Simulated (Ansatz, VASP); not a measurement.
Te2Mo: VASP beside Ansatz

POSCAR

```
Te2Mo
1.0
    3.5602328140      0.0000000000      0.0000000000
   -1.7801164070      3.0832520603      0.0000000000
    0.0000000000      0.0000000000     18.9259824456
Te Mo
2 1
Direct
    0.3333333333      0.6666666667      0.8978554500
    0.3333333333      0.6666666667      0.1021445500
    0.0000000000      0.0000000000      0.0000000000
```

The input INCAR.step1:

```
  ALGO = Normal
  EDIFF = 1E-4
  ENCUT = 520
  GGA = PE
  ISMEAR = 0
  LASPH = True
  LCHARG = False
  LREAL = False
  LWAVE = True
  NBANDS = 20
  NELM = 60
  PREC = Accurate
  SIGMA = 0.05
```

INCAR.step2

```
  ALGO = Normal
  EDIFF = 1E-6
  ENCUT = 520
  ISIF = 2
  ISMEAR = 0
  ISTART = 1
  LASPH = True
  LCHARG = False
  LMIXTAU = True
  LREAL = False
  LWAVE = False
  METAGGA = R2SCAN
  NBANDS = 20
  NELM = 60
  PREC = Accurate
  SIGMA = 0.05
```

Contents of KPOINTS:

```
k-points
0
Gamma
  12 12 2
```

Input for Ansatz:

```yaml
crystal:
  lattice:
    - [3.560232814, 0.0, 0.0]
    - [-1.780116407, 3.0832520603, 0.0]
    - [0.0, 0.0, 18.9259824456]
  atoms:
    - { symbol: Te, position: [0.3333333333, 0.6666666667, 0.89785545] }
    - { symbol: Te, position: [0.3333333333, 0.6666666667, 0.10214455] }
    - { symbol: Mo, position: [0.0, 0.0, 0.0] }
basis:
  ecutwfc: 500
kpoints:
  mp_grid: { grid: [12, 12, 2] }
hamiltonian:
  xc: r2scan
scf:
  occupations: { method: gaussian, width: 0.05 }
output:
  forces: true
  stress: true
  eigenvalues: true
```

Change from the starting cell: strain +0.000 along x and y, +0.080 along z, atoms carried along.

Alike in both runs: task single point; functional r2SCAN; k mesh 12 × 12 × 2; occupations gaussian, width 0.05 eV; no spin polarisation.

|  | VASP | Ansatz |
| --- | --- | --- |
| version | VASP 6.6.1 | Ansatz 0.2.0 |
| potentials or method | VASP PAW PBE potentials, release 64 (Te, Mo_sv), cutoff 520 eV | scalar-relativistic, plane waves, PAW |
| valence electrons in the cell | 26 | 46 |

VASP gave:

* gap on the k mesh at the Fermi level (eV): 1.08
* least direct gap on the mesh (eV): 1.24
* rms of the force components (eV/Å): 0.785

Task: What did Ansatz give for the same quantities?

Result: gap on the k mesh at the Fermi level (eV): 1.07; least direct gap on the mesh (eV): 1.24; rms of the force components (eV/Å): 0.793.

VASP's potentials were made for PBE, not for r2SCAN. Atom by atom the forces differ by 0.008 eV/Å (rms over components). With one functional, cell and mesh, what is left measures potentials, basis and numerics. VASP's potentials hold 26 valence electrons a cell and Ansatz's 46, so a difference there can come from the potentials and not from the codes.

Spin-orbit coupling is off throughout.
